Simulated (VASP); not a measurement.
# ZnS in VASP: a series of runs

ZnS is run at these levels: LDA; tasks: single point.

Everything below comes from runs of VASP 6.6.1. Logs are shortened: lines on timing, memory, paths and dates and some standing lists are left out, and cuts for length are marked.

## (1) The cell of the first run

It takes space group F-43m (No. 216, cubic). Conventional cell: a = 5.297 Å, b = 5.297 Å, c = 5.297 Å, α = 90.00°, β = 90.00°, γ = 90.00°. Within 3.0 Å of Zn (site symmetry -43m) lie 4 S at 2.29 Å. Within 3.0 Å of S (site symmetry -43m) lie 4 Zn at 2.29 Å.

## (2) Single point, LDA

The input, INCAR:

```
PREC = Accurate
ENCUT = 520
EDIFF = 1E-6
ISMEAR = -1
SIGMA = 0.1
LREAL = False
LASPH = True
NELM = 80
ALGO = Normal
ISIF = 2
LWAVE = False
LCHARG = True
GGA = CA
LELF = True
LVHAR = True
NBANDS = 16
```

The input, KPOINTS:

```
regular mesh
0
Gamma
  10 10 10
```

The input, POSCAR:

```
ZnS
1.0
    0.0000000000      2.6484691264      2.6484691264
    2.6484691264      0.0000000000      2.6484691264
    2.6484691264      2.6484691264      0.0000000000
Zn S
1 1
Direct
    0.7500000000      0.7500000000      0.7500000000
    0.0000000000      0.0000000000      0.0000000000
```

Potentials or basis: VASP PAW LDA potentials, release 64 (Zn, S).

Run with:

```
$ cat potpaw_LDA.64/Zn/POTCAR potpaw_LDA.64/S/POTCAR > POTCAR
$ mpirun -np 1 vasp_std > vasp.out
```

OUTCAR:

```text
PREC = Accurate
   ENCUT = 520
   EDIFF = 1E-6
   ISMEAR = -1
   LREAL = False
   LASPH = True
   NELM = 80
   ISIF = 2
   GGA = CA

 ion  position               nearest neighbor table
   1  0.750  0.750  0.750-   2 2.29   2 2.29   2 2.29   2 2.29
   2  0.000  0.000  0.000-   1 2.29   1 2.29   1 2.29   1 2.29

  LATTYP: Found a face centered cubic cell.
 ALAT       =     5.2969382528

  Lattice vectors:

 A1 = (   0.0000000000,   2.6484691264,   2.6484691264)
 A2 = (   2.6484691264,   0.0000000000,   2.6484691264)
 A3 = (   2.6484691264,   2.6484691264,   0.0000000000)

Analysis of symmetry for initial positions (statically):
=====================================================================
 Subroutine PRICEL returns:
 Original cell was already a primitive cell.

 Routine SETGRP: Setting up the symmetry group for a
 face centered cubic supercell.

 Subroutine GETGRP returns: Found 24 space group operations
 (whereof 24 operations were pure point group operations)
 out of a pool of 48 trial point group operations.

The static configuration has the point symmetry T_d .

Analysis of symmetry for dynamics (positions and initial velocities):
=====================================================================
 Subroutine PRICEL returns:
 Original cell was already a primitive cell.

 Routine SETGRP: Setting up the symmetry group for a
 face centered cubic supercell.

 Subroutine GETGRP returns: Found 24 space group operations
 (whereof 24 operations were pure point group operations)
 out of a pool of 48 trial point group operations.

The dynamic configuration has the point symmetry T_d .

 Subroutine INISYM returns: Found 24 space group operations
 (whereof 24 operations are pure point group operations),
 and found     1 'primitive' translations

----------------------------------------------------------------------------------------

                                     Primitive cell

  volume of cell :      37.1548

  direct lattice vectors                    reciprocal lattice vectors
     0.000000000  2.648469126  2.648469126    -0.188788306  0.188788306  0.188788306
     2.648469126  0.000000000  2.648469126     0.188788306 -0.188788306  0.188788306
     2.648469126  2.648469126  0.000000000     0.188788306  0.188788306 -0.188788306

  length of vectors
     3.745500958  3.745500958  3.745500958     0.326990938  0.326990938  0.326990938

  position of ions in fractional coordinates (direct lattice)
     0.750000000  0.750000000  0.750000000
     0.000000000  0.000000000  0.000000000

  ion indices of the primitive-cell ions
   primitive index   ion index
                 1           1
                 2           2

----------------------------------------------------------------------------------------

 KPOINTS: regular mesh

Automatic generation of k-mesh.
 Grid dimensions read from file:
 generate k-points for:   10   10   10

 Generating k-lattice:

  Cartesian coordinates                     Fractional coordinates (reciprocal lattice)
    -0.018878831  0.018878831  0.018878831     0.100000000  0.000000000  0.000000000
     0.018878831 -0.018878831  0.018878831     0.000000000  0.100000000  0.000000000
     0.018878831  0.018878831 -0.018878831     0.000000000  0.000000000  0.100000000

  Length of vectors
     0.032699094  0.032699094  0.032699094

  Shift w.r.t. Gamma in fractional coordinates (k-lattice)
     0.000000000  0.000000000  0.000000000

 Subroutine IBZKPT returns following result:
 ===========================================

 Found     47 irreducible k-points:

 Following reciprocal coordinates:
            Coordinates               Weight
  0.000000  0.000000  0.000000      1.000000
  0.100000  0.000000  0.000000      8.000000
  0.200000  0.000000  0.000000      8.000000
  0.300000  0.000000  0.000000      8.000000
  0.400000  0.000000  0.000000      8.000000
  0.500000  0.000000  0.000000      4.000000
[... 16 lines left out ...]
  0.300000  0.300000  0.000000      6.000000
  0.400000  0.300000  0.000000     24.000000
 [... further k-points ...]
   k-points           NKPTS =     47   k-points in BZ     NKDIM =     47   number of bands    NBANDS=     16
   number of dos      NEDOS =    301   number of ions     NIONS =      2
   total plane-waves  NPLWV =  21952
   dimension x,y,z NGX =    28 NGY =   28 NGZ =   28
   dimension x,y,z NGXF=    56 NGYF=   56 NGZF=   56
   ions per type =               1   1
   NGX,Y,Z   is equivalent  to a cutoff of  12.43, 12.43, 12.43 a.u.
   NGXF,Y,Z  is equivalent  to a cutoff of  24.86, 24.86, 24.86 a.u.
 SYSTEM =  unknown system
   PREC   = accura    normal or accurate (medium, high low for compatibility)
   ISTART =      0    job   : 0-new  1-cont  2-samecut
   ICHARG =      2    charge: 1-file 2-atom 10-const
   ISPIN  =      1    spin polarized calculation?
   LNONCOLLINEAR =      F non collinear calculations
   LSORBIT =      F    spin-orbit coupling
   LASPH  =      T    aspherical Exc in radial PAW
   ENCUT  =  520.0 eV  38.22 Ry    6.18 a.u.   6.96  6.96  6.96*2*pi/ulx,y,z
   NELM   =     80;   NELMIN=  2; NELMDL= -5     # of ELM steps
   EDIFF  = 0.1E-05   stopping-criterion for ELM
   LREAL  =      F    real-space projection
   EDIFFG = 0.1E-04   stopping-criterion for IOM
   NSW    =      0    number of steps for IOM
   IBRION =     -1    ionic relax: 0-MD 1-quasi-New 2-CG
   NFREE  =      0    steps in history (QN), initial steepest desc. (CG)
   ISIF   =      2    stress and relaxation
   ISYM   =      2    0-nonsym 1-usesym 2-fastsym
   POTIM  = 0.5000    time-step for ionic-motion
   TEBEG  =    0.0;   TEEND  =   0.0 temperature during run
   PSTRESS=    0.0 pullay stress
   NELECT =      18.0000    total number of electrons
   NUPDOWN=      -1.0000    fix difference up-down
   EMIN   =  10.00;   EMAX   =-10.00  energy-range for DOS
   EFERMI =   0.00;   METHOD = LEGACY
   ISMEAR =    -1;   SIGMA  =   0.10  broadening in eV -4-tet -1-fermi 0-gaus
   EFERMI_NEDOS =   21; number of points for ismear=-14 and -15
   IALGO  =     38    algorithm
   IMIX   =      4    mixing-type and parameters
     AMIX     =   0.40;   BMIX     =  1.00
     AMIX_MAG =   1.60;   BMIX_MAG =  1.00
  volume/ion in A,a.u.               =      18.58       125.37
  Fermi-wavevector in a.u.,A,eV,Ry     =   1.285762  2.429739 22.492950  1.653185
  Thomas-Fermi vector in A             =   2.417877
   LORBIT       =      0    0 simple, 1 ext, 2 COOP (PROOUT), +10 PAW based schemes
   GGA     = CA    functional components
   LHFCALC =     F    Hartree Fock is set to
   AEXX    =    0.0000 exact exchange contribution
   IVDW    =     0    specifies the selected vdW correction
   LEPSILON=     F    determine dielectric tensor
   LRPA    =     F    only Hartree local field effects (RPA)
 non-spin polarized calculation
  energy-cutoff  :      520.00
  volume of cell :       37.15
 maximum number of plane-waves:      1012
   NGX = 13   NGY = 13   NGZ = 13

 number of electron      18.0000014 magnetization

 Free energy of the ion-electron system (eV)
  ---------------------------------------------------
  ext. energy  EPLUGINS =         0.00000000
  ---------------------------------------------------
  free energy    TOTEN  =        -8.20788467 eV

  energy without entropy =       -8.20788430  energy(sigma->0) =       -8.20788449

 E-fermi :   3.7200     XC(G=0): -10.3161

 val. band max:        2.5125255381   @ k =   0.0000   0.0000   0.0000
 cond. band min:       4.6724037328   @ k =   0.0000   0.0000   0.0000
 fundamental gap:      2.1598781947
 Fermi energy:         3.7199973017

 k-point     1 :       0.0000    0.0000    0.0000
  band No.  band energies     occupation
      1     -11.0344      2.00000
      2      -4.2436      2.00000
      3      -4.2436      2.00000
      4      -4.2436      2.00000
      5      -3.6905      2.00000
      6      -3.6905      2.00000
[... 8 lines left out ...]
     15      14.3386      0.00000
     16      14.3718      0.00000

 k-point     2 :       0.1000    0.0000    0.0000
  band No.  band energies     occupation
      1     -10.9490      2.00000
      2      -4.2470      2.00000
      3      -4.2282      2.00000
      4      -4.2282      2.00000
      5      -3.6922      2.00000
      6      -3.6922      2.00000
[... 8 lines left out ...]
     15      13.8372      0.00000
     16      14.9725      0.00000

 k-point     3 :       0.2000    0.0000    0.0000
  band No.  band energies     occupation
      1     -10.7120      2.00000
      2      -4.2370      2.00000
      3      -4.1904      2.00000
      4      -4.1904      2.00000
      5      -3.6925      2.00000
      6      -3.6925      2.00000
[... 8 lines left out ...]
     15      13.3784      0.00000
     16      14.9235      0.00000

 k-point     4 :       0.3000    0.0000    0.0000
  band No.  band energies     occupation
      1     -10.3868      2.00000
      2      -4.1554      2.00000
      3      -4.1502      2.00000
      4      -4.1502      2.00000
      5      -3.6830      2.00000
      6      -3.6830      2.00000
[... 8 lines left out ...]
     15      13.7752      0.00000
     16      14.3402      0.00000

 k-point     5 :       0.4000    0.0000    0.0000
  band No.  band energies     occupation
      1     -10.0898      2.00000
      2      -4.1251      2.00000
      3      -4.1251      2.00000
      4      -3.9087      2.00000
      5      -3.6652      2.00000
      6      -3.6652      2.00000
[... 8 lines left out ...]
     15      14.9905      0.00000
     16      14.9905      0.00000

 k-point     6 :       0.5000    0.0000    0.0000
  band No.  band energies     occupation
      1      -9.9661      2.00000
      2      -4.1175      2.00000
      3      -4.1175      2.00000
      4      -3.6557      2.00000
      5      -3.6557      2.00000
      6      -3.4707      2.00000
[... 8 lines left out ...]
     15      16.0590      0.00000
     16      16.0590      0.00000

 k-point     7 :       0.1000    0.1000    0.0000
  band No.  band energies     occupation
      1     -10.9205      2.00000
      2      -4.2619      2.00000
      3      -4.2159      2.00000
      4      -4.2159      2.00000
      5      -3.7038      2.00000
      6      -3.6822      2.00000
[... 8 lines left out ...]
     15      14.4716      0.00000
     16      15.2912      0.00000

 k-point     8 :       0.2000    0.1000    0.0000
  band No.  band energies     occupation
      1     -10.7337      2.00000
      2      -4.2681      2.00000
      3      -4.1801      2.00000
      4      -4.1781      2.00000
      5      -3.7138      2.00000
      6      -3.6747      2.00000
[... 8 lines left out ...]
     15      14.3061      0.00000
     16      15.9897      0.00000

 k-point     9 :       0.3000    0.1000    0.0000
  band No.  band energies     occupation
      1     -10.4361      2.00000
      2      -4.2267      2.00000
      3      -4.1344      2.00000
      4      -4.1304      2.00000
      5      -3.7091      2.00000
      6      -3.6650      2.00000
[... 8 lines left out ...]
     15      14.4936      0.00000
     16      15.3907      0.00000
[... 172 lines left out ...]
 k-point    19 :       0.5000    0.2000    0.0000
  band No.  band energies     occupation
      1      -9.8555      2.00000
      2      -4.1442      2.00000
      3      -4.0323      2.00000
      4      -3.8550      2.00000
      5      -3.6463      2.00000
      6      -3.5166      2.00000
[... 8 lines left out ...]
     15      16.1282      0.00000
     16      17.1587      0.00000

 k-point    20 :      -0.4000    0.2000    0.0000
  band No.  band energies     occupation
      1      -9.8270      2.00000
      2      -4.1210      2.00000
      3      -4.0418      2.00000
      4      -3.7605      2.00000
      5      -3.6730      2.00000
      6      -3.4580      2.00000
[... 8 lines left out ...]
     15      14.5822      0.00000
     16      16.9716      0.00000

 k-point    21 :      -0.3000    0.2000    0.0000
  band No.  band energies     occupation
      1      -9.9976      2.00000
      2      -4.1155      2.00000
      3      -4.0733      2.00000
      4      -3.9483      2.00000
      5      -3.7038      2.00000
      6      -3.6206      2.00000
[... 8 lines left out ...]
     15      15.8208      0.00000
     16      17.1211      0.00000

 k-point    22 :      -0.2000    0.2000    0.0000
  band No.  band energies     occupation
      1     -10.2768      2.00000
      2      -4.1540      2.00000
      3      -4.1217      2.00000
      4      -4.1174      2.00000
      5      -3.7170      2.00000
      6      -3.6471      2.00000
[... 8 lines left out ...]
     15      15.5086      0.00000
     16      17.2154      0.00000

 k-point    23 :       0.3000    0.3000    0.0000
  band No.  band energies     occupation
      1     -10.1691      2.00000
      2      -4.3284      2.00000
      3      -4.0212      2.00000
      4      -4.0212      2.00000
      5      -3.7309      2.00000
      6      -3.6331      2.00000
[... 8 lines left out ...]
     15      15.4412      0.00000
     16      19.4151      0.00000

 k-point    24 :       0.4000    0.3000    0.0000
  band No.  band energies     occupation
      1      -9.9345      2.00000
      2      -4.2960      2.00000
      3      -3.9709      2.00000
      4      -3.9635      2.00000
      5      -3.6690      2.00000
      6      -3.6243      2.00000
[... 8 lines left out ...]
     15      16.0157      0.00000
     16      18.6375      0.00000

 [... further k-points ...]

------------------------ aborting loop because EDIFF is reached ----------------------------------------

  FORCE on cell =-STRESS in cart. coord.  units (eV):
  Direction    XX          YY          ZZ          XY          YZ          ZX
  --------------------------------------------------------------------------------------
  -------------------------------------------------------------------------------------
  Total        0.0517762      0.0517762      0.0517762     -0.0000000      0.0000000      0.0000000
  in kB        2.2326775      2.2326775      2.2326775     -0.0000000      0.0000000      0.0000000
  external PRESSURE =       2.2326775 kB  Pullay stress =       0.0000000 kB

 VOLUME and BASIS-vectors are now :
 -----------------------------------------------------------------------------
  energy-cutoff  :      520.00
  volume of cell :       37.15
      direct lattice vectors                 reciprocal lattice vectors
     0.000000000  2.648469126  2.648469126    -0.188788306  0.188788306  0.188788306
     2.648469126  0.000000000  2.648469126     0.188788306 -0.188788306  0.188788306
     2.648469126  2.648469126  0.000000000     0.188788306  0.188788306 -0.188788306

 POSITION                                       TOTAL-FORCE (eV/Angst)
 -----------------------------------------------------------------------------------
      3.97270      3.97270      3.97270         0.000000     -0.000000      0.000000
      0.00000      0.00000      0.00000        -0.000000      0.000000     -0.000000
 -----------------------------------------------------------------------------------
    total drift:                                0.000001      0.000001      0.000001

  FREE ENERGIE OF THE ION-ELECTRON SYSTEM (eV)
  ---------------------------------------------------
  free  energy   TOTEN  =        -8.2078846708 eV

  energy  without entropy=       -8.2078842994  energy(sigma->0) =       -8.20788449
```

Wall time 12 s (1 thread of AMD EPYC 9R45 (Zen 5), shared host); peak memory 0.12 GiB.

What came out:

```
Free energy            : -8.2079 eV
Pressure               : 0.2 GPa
Band gap on the k mesh : 2.16 eV, direct
```

## (3) Single point, LDA (z stretched by -0.5 %, x and y held)

The input, INCAR:

```
SYSTEM = ZnS
PREC = Accurate
ENCUT = 520
EDIFF = 1E-6
ISMEAR = 0
SIGMA = 0.01
LREAL = .FALSE.
LASPH = .TRUE.
NELM = 100
ALGO = Normal
ISIF = 2
LWAVE = .FALSE.
LCHARG = .FALSE.
NBANDS = 16
```

The input, KPOINTS:

```
regular mesh
0
G
  8 8 8
  0 0 0
```

The input, POSCAR:

```
ZnS
1.0
    0.0000000000      2.6484691264      2.6352267808
    2.6484691264      0.0000000000      2.6352267808
    2.6484691264      2.6484691264      0.0000000000
Zn S
1 1
Direct
    0.7500000000      0.7500000000      0.7500000000
    0.0000000000      0.0000000000      0.0000000000
```

Potentials or basis: VASP PAW LDA potentials, release 64 (Zn, S).

Run with:

```
$ cat potpaw_LDA.64/Zn/POTCAR potpaw_LDA.64/S/POTCAR > POTCAR
$ mpirun -np 1 vasp_std > vasp.out
```

It took 16 s on 1 thread of AMD EPYC 9R45 (Zen 5), shared host; peak memory 0.13 GiB.

The run converged. Its results:

```yaml
Free_energy: -8.2069 eV
Pressure: 0.7 GPa
Band_gap_on_the_k_mesh: 2.17 eV, direct
```

Stress tensor (GPa, compression positive):
```
0.59 0.00 0.00
0.00 0.59 0.00
0.00 0.00 0.82
```

Levels at points of the mesh, in eV from the valence-band top:
| k point | band 5 | band 6 | band 7 | band 8 | band 9 | band 10 | band 11 | band 12 | band 13 | band 14 |
| --- | --- | --- | --- | --- | --- | --- | --- | --- | --- | --- |
| (0.00, 0.00, 0.00) | -6.23 | -6.23 | -0.02 | -0.02 | 0.00 | 2.17 | 6.19 | 6.19 | 6.19 | 11.78 |
| (0.50, 0.00, 0.00) | -6.20 | -6.01 | -5.82 | -1.00 | -0.97 | 3.23 | 6.72 | 6.76 | 8.85 | 12.16 |
| (0.50, 0.50, 0.00) | -6.14 | -5.98 | -4.92 | -2.52 | -2.52 | 3.01 | 3.84 | 11.23 | 12.21 | 12.21 |
| (0.50, 0.00, 0.50) | -6.14 | -5.99 | -4.95 | -2.50 | -2.49 | 3.04 | 3.89 | 11.17 | 12.20 | 12.24 |

Caveat: the cell differs from its parent crystal (z stretched by -0.5 %, x and y held).
